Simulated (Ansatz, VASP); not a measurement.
Two plane-wave programs on Mo

File POSCAR:

```
Mo
1.0
    2.7355103972      0.0000000000      0.0000000000
   -1.3677551986      2.3690214963      0.0000000000
    0.0000000000      0.0000000000      2.5551807000
Mo
1
Direct
    0.0000000000      0.0000000000      0.5000000000
```

The input INCAR.step1:

```
SYSTEM = Mo
ALGO = Normal ; EDIFF = 1E-4
ENCUT = 520 ; GGA = PE
ISMEAR = 0 ; LASPH = .TRUE.
LCHARG = .FALSE. ; LREAL = .FALSE.
LWAVE = .TRUE. ; NBANDS = 13
NELM = 60 ; PREC = Accurate
SIGMA = 0.15
```

Contents of INCAR.step2:

```
SYSTEM = Mo
ALGO = Normal ; EDIFF = 1E-7
ENCUT = 520 ; ISIF = 2
ISMEAR = 0 ; ISTART = 1
LASPH = .TRUE. ; LCHARG = .FALSE.
LMIXTAU = .TRUE. ; LREAL = .FALSE.
LWAVE = .FALSE. ; METAGGA = R2SCAN
NBANDS = 13 ; NELM = 60
PREC = Accurate ; SIGMA = 0.15
```

The input KPOINTS:

```
k-points
0
G
  24 24 20
  0 0 0
```

Input for Ansatz:

```yaml
crystal:
  lattice:
    - [2.7355103972, 0.0, 0.0]
    - [-1.3677551986, 2.3690214963, 0.0]
    - [0.0, 0.0, 2.5551807]
  atoms:
    - { symbol: Mo, position: [0.0, 0.0, 0.5] }
basis:
  ecutwfc: 500
kpoints:
  mp_grid: { grid: [24, 24, 20] }
hamiltonian:
  xc: r2scan
scf:
  occupations: { method: gaussian, width: 0.15 }
output:
  forces: true
  stress: true
  eigenvalues: true
```

Alike in both runs: task single point; functional r2SCAN; k mesh 24 × 24 × 20; occupations gaussian, width 0.15 eV; no spin polarisation.

|  | VASP | Ansatz |
| --- | --- | --- |
| version | VASP 6.6.1 | Ansatz 0.2.0 |
| potentials or method | VASP PAW PBE potentials, release 64 (Mo_sv), cutoff 520 eV | scalar-relativistic, plane waves, PAW |
| valence electrons in the cell | 14 | 14 |

|  | VASP | Ansatz | Ansatz less VASP |
| --- | --- | --- | --- |
| gap on the k mesh at the Fermi level (eV) | none | none | - |
| pressure (GPa) | 1.5 | 0.4 | -1.05 |
| traceless stress, the component that is largest in VASP (GPa) | -4.09 | -4.27 | -0.177 |

VASP's potentials were made for PBE, not for r2SCAN. A gap of «none» marks a metal or a gap that the smearing closes. The functional is the same, so the differences come from potentials, cutoffs and numerics.
